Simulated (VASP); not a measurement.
# Pt (I4/mmm) in VASP: further runs

The runs below take Pt through single point, with PBE.

All numbers are computed with VASP 6.6.1; they aren't measurements. Logs are shortened: lines on timing, memory, paths and dates and some standing lists are left out, and cuts for length are marked.

### 1 The cell of the first run

It takes space group I4/mmm (No. 139, tetragonal). The conventional cell has a = 3.168 Å, b = 3.168 Å, c = 2.915 Å, α = 90.00°, β = 90.00°, γ = 90.00°. Pt (site symmetry 4/mmm) has 14 Pt at 2.67 to 3.17 Å within 3.5 Å.

### 2 Single point, PBE (strain +0.000 along x and y, -0.080 along z)

Contents of INCAR:

```
SYSTEM = Pt
PREC = Accurate ; ENCUT = 520
EDIFF = 1E-6 ; ISMEAR = 0
SIGMA = 0.15 ; LREAL = .False.
LASPH = .True. ; NELM = 100
ALGO = Normal ; ISIF = 2
LWAVE = .False. ; LCHARG = .True.
GGA = PE ; LELF = .True.
LVHAR = .True. ; NBANDS = 11
```

Contents of KPOINTS:

```
Automatic mesh
0
Gamma
  22 22 22
  0 0 0
```

Contents of POSCAR:

```
Pt
1.0
   -1.5842200000      1.5842200000      1.4574824000
    1.5842200000     -1.5842200000      1.4574824000
    1.5842200000      1.5842200000     -1.4574824000
Pt
1
Direct
    0.0000000000      0.0000000000      0.0000000000
```

Potentials or basis: VASP PAW PBE potentials, release 64 (Pt).

Command:

```
$ cat potpaw_PBE.64/Pt/POTCAR > POTCAR
$ mpirun -np 1 vasp_std > vasp.out
```

OUTCAR:

```text
SYSTEM = Pt
   PREC = Accurate
   ENCUT = 520
   EDIFF = 1E-6
   ISMEAR = 0
   LREAL = .False.
   LASPH = .True.
   NELM = 100
   ISIF = 2
   GGA = PE

 ion  position               nearest neighbor table
   1  0.000  0.000  0.000-

  LATTYP: Found a body centered tetragonal cell.
 ALAT       =     3.1684400000
 C/A-ratio  =     0.9200000000

  Lattice vectors:

 A1 = (  -1.5842200000,   1.5842200000,   1.4574824000)
 A2 = (   1.5842200000,  -1.5842200000,   1.4574824000)
 A3 = (   1.5842200000,   1.5842200000,  -1.4574824000)

Analysis of symmetry for initial positions (statically):
=====================================================================
 Subroutine PRICEL returns:
 Original cell was already a primitive cell.

 Routine SETGRP: Setting up the symmetry group for a
 body centered tetragonal supercell.

 Subroutine GETGRP returns: Found 16 space group operations
 (whereof 16 operations were pure point group operations)
 out of a pool of 16 trial point group operations.

The static configuration has the point symmetry D_4h.

Analysis of symmetry for dynamics (positions and initial velocities):
=====================================================================
 Subroutine PRICEL returns:
 Original cell was already a primitive cell.

 Routine SETGRP: Setting up the symmetry group for a
 body centered tetragonal supercell.

 Subroutine GETGRP returns: Found 16 space group operations
 (whereof 16 operations were pure point group operations)
 out of a pool of 16 trial point group operations.

The dynamic configuration has the point symmetry D_4h.

 Subroutine INISYM returns: Found 16 space group operations
 (whereof 16 operations are pure point group operations),
 and found     1 'primitive' translations

----------------------------------------------------------------------------------------

                                     Primitive cell

  volume of cell :      14.6317

  direct lattice vectors                    reciprocal lattice vectors
    -1.584220000  1.584220000  1.457482400     0.000000000  0.315612731  0.343057316
     1.584220000 -1.584220000  1.457482400     0.315612731  0.000000000  0.343057316
     1.584220000  1.584220000 -1.457482400     0.315612731  0.315612731  0.000000000

  length of vectors
     2.672781503  2.672781503  2.672781503     0.466154178  0.466154178  0.446343804

  position of ions in fractional coordinates (direct lattice)
     0.000000000  0.000000000  0.000000000

  ion indices of the primitive-cell ions
   primitive index   ion index
                 1           1

----------------------------------------------------------------------------------------

 KPOINTS: Automatic mesh

Automatic generation of k-mesh.
 Grid dimensions read from file:
 generate k-points for:   22   22   22

 Generating k-lattice:

  Cartesian coordinates                     Fractional coordinates (reciprocal lattice)
     0.000000000  0.014346033  0.015593514     0.045454545 -0.000000000  0.000000000
     0.014346033  0.000000000  0.015593514    -0.000000000  0.045454545  0.000000000
     0.014346033  0.014346033  0.000000000     0.000000000  0.000000000  0.045454545

  Length of vectors
     0.021188826  0.021188826  0.020288355

  Shift w.r.t. Gamma in fractional coordinates (k-lattice)
     0.000000000  0.000000000  0.000000000

 Subroutine IBZKPT returns following result:
 ===========================================

 Found    834 irreducible k-points:

 Following reciprocal coordinates:
            Coordinates               Weight
  0.000000  0.000000  0.000000      1.000000
  0.045455 -0.000000  0.000000      8.000000
  0.090909 -0.000000  0.000000      8.000000
  0.136364 -0.000000  0.000000      8.000000
  0.181818  0.000000  0.000000      8.000000
  0.227273 -0.000000  0.000000      8.000000
[... 16 lines left out ...]
  0.500000  0.045455  0.000000     16.000000
 -0.454545  0.045455 -0.000000     16.000000
 [... further k-points ...]
   k-points           NKPTS =    834   k-points in BZ     NKDIM =    834   number of bands    NBANDS=     11
   number of dos      NEDOS =    301   number of ions     NIONS =      1
   total plane-waves  NPLWV =   8000
   dimension x,y,z NGX =    20 NGY =   20 NGZ =   20
   dimension x,y,z NGXF=    40 NGYF=   40 NGZF=   40
   ions per type =               1
   NGX,Y,Z   is equivalent  to a cutoff of  12.44, 12.44, 12.44 a.u.
   NGXF,Y,Z  is equivalent  to a cutoff of  24.88, 24.88, 24.88 a.u.
 SYSTEM =  Pt
   PREC   = accura    normal or accurate (medium, high low for compatibility)
   ISTART =      0    job   : 0-new  1-cont  2-samecut
   ICHARG =      2    charge: 1-file 2-atom 10-const
   ISPIN  =      1    spin polarized calculation?
   LNONCOLLINEAR =      F non collinear calculations
   LSORBIT =      F    spin-orbit coupling
   LASPH  =      T    aspherical Exc in radial PAW
   ENCUT  =  520.0 eV  38.22 Ry    6.18 a.u.   4.97  4.97  4.97*2*pi/ulx,y,z
   NELM   =    100;   NELMIN=  2; NELMDL= -5     # of ELM steps
   EDIFF  = 0.1E-05   stopping-criterion for ELM
   LREAL  =      F    real-space projection
   EDIFFG = 0.1E-04   stopping-criterion for IOM
   NSW    =      0    number of steps for IOM
   IBRION =     -1    ionic relax: 0-MD 1-quasi-New 2-CG
   NFREE  =      0    steps in history (QN), initial steepest desc. (CG)
   ISIF   =      2    stress and relaxation
   ISYM   =      2    0-nonsym 1-usesym 2-fastsym
   POTIM  = 0.5000    time-step for ionic-motion
   TEBEG  =    0.0;   TEEND  =   0.0 temperature during run
   PSTRESS=    0.0 pullay stress
   NELECT =      10.0000    total number of electrons
   NUPDOWN=      -1.0000    fix difference up-down
   EMIN   =  10.00;   EMAX   =-10.00  energy-range for DOS
   EFERMI =   0.00;   METHOD = LEGACY
   ISMEAR =     0;   SIGMA  =   0.15  broadening in eV -4-tet -1-fermi 0-gaus
   EFERMI_NEDOS =   21; number of points for ismear=-14 and -15
   IALGO  =     38    algorithm
   IMIX   =      4    mixing-type and parameters
     AMIX     =   0.40;   BMIX     =  1.00
     AMIX_MAG =   1.60;   BMIX_MAG =  1.00
  volume/ion in A,a.u.               =      14.63        98.74
  Fermi-wavevector in a.u.,A,eV,Ry     =   1.442038  2.725057 28.292960  2.079474
  Thomas-Fermi vector in A             =   2.560603
   LORBIT       =      0    0 simple, 1 ext, 2 COOP (PROOUT), +10 PAW based schemes
   GGA     = PE    functional components
   LHFCALC =     F    Hartree Fock is set to
   AEXX    =    0.0000 exact exchange contribution
   IVDW    =     0    specifies the selected vdW correction
   LEPSILON=     F    determine dielectric tensor
   LRPA    =     F    only Hartree local field effects (RPA)
 non-spin polarized calculation
 Gauss-broadening in eV      SIGMA  =   0.15
  energy-cutoff  :      520.00
  volume of cell :       14.63
 maximum number of plane-waves:       410
   NGX =  9   NGY =  9   NGZ =  9

 number of electron      10.0000000 magnetization

 Free energy of the ion-electron system (eV)
  ---------------------------------------------------
  ext. energy  EPLUGINS =         0.00000000
  ---------------------------------------------------
  free energy    TOTEN  =        -5.95389200 eV

  energy without entropy =       -5.94154233  energy(sigma->0) =       -5.94771716

 E-fermi :  11.6460     XC(G=0): -13.6652

 val. band max:       11.6446013596   @ k =   0.3636   0.1818   0.0000
 cond. band min:      11.6462331814   @ k =  -0.2273  -0.4091   0.0455
 fundamental gap:      0.0016318218
 Fermi energy:        11.6460118403

 k-point     1 :       0.0000    0.0000    0.0000
  band No.  band energies     occupation
      1       1.3075      2.00000
      2       7.2106      2.00000
      3       8.0330      2.00000
      4       8.0330      2.00000
      5       9.8324      2.00000
      6      10.9488      2.00000
      7      28.1339      0.00000
      8      28.1339      0.00000
      9      29.9596      0.00000
     10      39.2951      0.00000
     11      39.3435      0.00000

 k-point     2 :       0.0455   -0.0000    0.0000
  band No.  band energies     occupation
      1       1.4019      2.00000
      2       7.2326      2.00000
      3       8.0242      2.00000
      4       8.0432      2.00000
      5       9.8388      2.00000
      6      10.9032      2.00000
      7      28.2433      0.00000
      8      28.2802      0.00000
      9      29.9759      0.00000
     10      37.7747      0.00000
     11      39.1827      0.00000

 k-point     3 :       0.0909   -0.0000    0.0000
  band No.  band energies     occupation
      1       1.6798      2.00000
      2       7.2500      2.00000
      3       7.9912      2.00000
      4       8.1261      2.00000
      5       9.8636      2.00000
      6      10.7865      2.00000
      7      28.5289      0.00000
      8      28.7114      0.00000
      9      29.9638      0.00000
     10      36.3310      0.00000
     11      38.6877      0.00000

 k-point     4 :       0.1364   -0.0000    0.0000
  band No.  band energies     occupation
      1       2.1233      2.00000
      2       7.1725      2.00000
      3       7.9231      2.00000
      4       8.3813      2.00000
      5       9.9220      2.00000
      6      10.6469      2.00000
      7      28.8412      0.00000
      8      29.4052      0.00000
      9      29.7491      0.00000
     10      35.3360      0.00000
     11      37.1770      0.00000
[... 239 lines left out ...]
 k-point    22 :       0.4545    0.0455    0.0000
  band No.  band energies     occupation
      1       4.3758      2.00000
      2       5.8743      2.00000
      3      10.2062      2.00000
      4      11.0671      2.00000
      5      11.7703      0.24133
      6      13.2009      0.00000
      7      18.9776      0.00000
      8      24.6916      0.00000
      9      27.3412      0.00000
     10      36.1949      0.00000
     11      37.0481      0.00000

 k-point    23 :       0.5000    0.0455    0.0000
  band No.  band energies     occupation
      1       4.3773      2.00000
      2       5.8779      2.00000
      3      10.3062      2.00000
      4      10.8889      2.00000
      5      11.7837      0.19412
      6      13.2069      0.00000
      7      19.0319      0.00000
      8      24.7104      0.00000
      9      27.3269      0.00000
     10      36.3326      0.00000
     11      37.0031      0.00000

 k-point    24 :      -0.4545    0.0455   -0.0000
  band No.  band energies     occupation
      1       4.4099      2.00000
      2       5.9417      2.00000
      3      10.3195      2.00000
      4      10.4050      2.00000
      5      11.4435      1.94377
      6      12.7874      0.00000
      7      20.1048      0.00000
      8      24.9985      0.00000
      9      27.8303      0.00000
     10      36.3463      0.00000
     11      36.7430      0.00000

 [... further k-points ...]

------------------------ aborting loop because EDIFF is reached ----------------------------------------

  FORCE on cell =-STRESS in cart. coord.  units (eV):
  Direction    XX          YY          ZZ          XY          YZ          ZX
  --------------------------------------------------------------------------------------
  -------------------------------------------------------------------------------------
  Total        2.3332359      2.3332359      1.4472170      0.0000000     -0.0000000      0.0000000
  in kB      255.4906101    255.4906101    158.4710561      0.0000000     -0.0000000      0.0000000
  external PRESSURE =     223.1507588 kB  Pullay stress =       0.0000000 kB

 VOLUME and BASIS-vectors are now :
 -----------------------------------------------------------------------------
  energy-cutoff  :      520.00
  volume of cell :       14.63
      direct lattice vectors                 reciprocal lattice vectors
    -1.584220000  1.584220000  1.457482400     0.000000000  0.315612731  0.343057316
     1.584220000 -1.584220000  1.457482400     0.315612731  0.000000000  0.343057316
     1.584220000  1.584220000 -1.457482400     0.315612731  0.315612731  0.000000000

 POSITION                                       TOTAL-FORCE (eV/Angst)
 -----------------------------------------------------------------------------------
      0.00000      0.00000      0.00000        -0.000000     -0.000000     -0.000000
 -----------------------------------------------------------------------------------
    total drift:                                0.000000     -0.000000     -0.000000

  FREE ENERGIE OF THE ION-ELECTRON SYSTEM (eV)
  ---------------------------------------------------
  free  energy   TOTEN  =        -5.9538919966 eV

  energy  without entropy=       -5.9415423313  energy(sigma->0) =       -5.94771716
```

Run time: 49 s. Hardware: 1 thread of Intel Xeon Platinum 8559C (Emerald Rapids), shared host; peak memory 0.24 GiB.

Results:

* Free energy: -5.9539 eV
* Pressure: 22.3 GPa
* Band gap on the k mesh: zero (band 5 reaches 12.78 eV, above the bottom of band 6 at 10.32 eV)

Levels at points of the mesh, in eV from the Fermi level:
| k point | band 1 | band 2 | band 3 | band 4 | band 5 | band 6 | band 7 | band 8 | band 9 | band 10 |
| --- | --- | --- | --- | --- | --- | --- | --- | --- | --- | --- |
| (0.00, 0.00, 0.00) | -10.34 | -4.44 | -3.61 | -3.61 | -1.81 | -0.70 | 16.49 | 16.49 | 18.31 | 27.65 |
| (0.50, 0.00, 0.00) | -7.33 | -5.80 | -1.32 | -0.30 | 0.23 | 1.18 | 7.25 | 12.97 | 15.80 | 24.71 |
| (0.50, 0.50, 0.00) | -7.43 | -4.93 | -2.08 | -1.06 | -0.37 | 1.06 | 6.45 | 13.86 | 17.93 | 22.92 |
| (0.50, 0.50, 0.50) | -6.92 | -6.91 | 0.50 | 0.50 | 0.78 | 6.97 | 6.97 | 9.64 | 13.67 | 19.14 |

Caveat: the cell differs from its parent crystal (strain +0.000 along x and y, -0.080 along z); spin-orbit coupling is left out, which moves the levels of the heavy elements.

### 3 Single point, PBE (strain -0.040 along x and y, +0.040 along z)

Contents of INCAR:

```
PREC = Accurate
ENCUT = 520
EDIFF = 1E-7
ISMEAR = 0
SIGMA = 0.15
LREAL = F
LASPH = T
NELM = 60
ALGO = Normal
ISIF = 2
LWAVE = F
LCHARG = T
GGA = PE
LELF = T
LVHAR = T
NBANDS = 11
```

Contents of KPOINTS:

```
regular mesh
0
Gamma
  22 22 22
```

Contents of POSCAR:

```
Pt
1.0
   -1.5208512000      1.5208512000      1.6475888000
    1.5208512000     -1.5208512000      1.6475888000
    1.5208512000      1.5208512000     -1.6475888000
Pt
1
Direct
    0.0000000000      0.0000000000      0.0000000000
```

Potentials or basis: VASP PAW PBE potentials, release 64 (Pt).

Command:

```
$ cat potpaw_PBE.64/Pt/POTCAR > POTCAR
$ mpirun -np 1 vasp_std > vasp.out
```

It took 63 s on 1 thread of AMD EPYC 7R13 (Zen 3), shared host; peak memory 0.21 GiB.

It converged, with:

- Free energy: -6.0078 eV
- Pressure: 9.1 GPa
- Band gap on the k mesh: zero (band 5 reaches 12.04 eV, above the bottom of band 6 at 9.77 eV)

Stress tensor (GPa, compression positive):
```
 7.12  0.00  0.00
 0.00  7.12  0.00
 0.00  0.00 13.13
```

Levels at points of the mesh, in eV from the Fermi level:
```tsv
k point	band 1	band 2	band 3	band 4	band 5	band 6	band 7	band 8	band 9	band 10
(0.00, 0.00, 0.00)	-9.88	-3.86	-3.86	-3.19	-1.56	-0.73	16.16	17.63	17.63	25.80
(0.50, 0.00, 0.00)	-6.95	-4.90	-1.77	-0.62	-0.01	1.01	6.38	13.58	16.81	23.18
(0.50, 0.50, 0.00)	-6.88	-5.65	-0.68	-0.44	0.52	1.19	7.09	12.73	14.89	23.72
(0.50, 0.50, 0.50)	-6.49	-6.41	0.41	0.64	0.64	6.18	8.58	8.58	13.00	18.89
```

Caveat: the cell differs from its parent crystal (strain -0.040 along x and y, +0.040 along z); spin-orbit coupling is left out, which moves the levels of the heavy elements.
